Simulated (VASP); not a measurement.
Wanted: the native input for a VASP 6.6.1 run.

```yaml
Task: relaxation of cell and atoms
Functional: LDA
Potentials_or_basis: VASP PAW LDA potentials, release 64 (Ti_sv, Al)
Cutoff: 600 eV
k_mesh: 8 × 8 × 3
Occupations: fermi-dirac, width 0.1 eV
Spin: no spin polarisation
Dipole_correction: no
Further_INCAR_settings: ALGO = Normal; EDIFF = 1e-07; IBRION = 2; EDIFFG = -0.03; NSW = 80; ISIF = 3
```

The structure of Ti3Al lies in POSCAR:

```
Ti3Al
1.0
    2.9275420000      0.0000000000      0.0000000000
   -1.4637710000      2.5353260000      0.0000000000
    0.0000000000      0.0000000000      9.2263620000
Ti Al
3 1
Direct
    0.6666666667      0.3333333333      0.0000000000
    0.3333333333      0.6666666667      0.7505940000
    0.3333333333      0.6666666667      0.2494060000
    0.6666666667      0.3333333333      0.5000000000
```

One way to write it, as run:

INCAR

```
SYSTEM = Ti3Al
  PREC = Accurate
  ENCUT = 600
  EDIFF = 1E-7
  ISMEAR = -1
  SIGMA = 0.1
  LREAL = .FALSE.
  LASPH = .TRUE.
  NELM = 80
  ALGO = Normal
  ISIF = 3
  LWAVE = .FALSE.
  LCHARG = .FALSE.
  GGA = CA
  IBRION = 2
  NSW = 80
  EDIFFG = -0.03
```

KPOINTS

```
regular mesh
0
G
  8 8 3
  0 0 0
```

Potentials or basis: VASP PAW LDA potentials, release 64 (Ti_sv, Al).

Run with:

```sh
$ cat potpaw_LDA.64/Ti_sv/POTCAR potpaw_LDA.64/Al/POTCAR > POTCAR
$ mpirun -np 1 vasp_std > vasp.out
```

Results of the run:

| Property | Result |
| --- | --- |
| Relaxed volume | 16.01 Å³/atom |
| Relaxed cell | a = 2.859 Å, b = 2.859 Å, c = 9.049 Å, α = 90.00°, β = 90.00°, γ = 120.00° |
| Space group after relaxing (to 0.1 Å) | P-6m2 (No. 187) |
| Energy gained by relaxing | 25.3 meV/atom |
| Ionic steps | 5 |
| Pressure after relaxing | 0.1 GPa |
| Largest force after relaxing | 0.014 eV/Å |
| Band gap on the k mesh | zero (an odd number of electrons rules out a gap without spin polarisation) |

It took 100 s on 1 thread of AMD EPYC 9R45 96-Core Processor (Zen 5), on a shared host, peak memory 0.16 GiB.
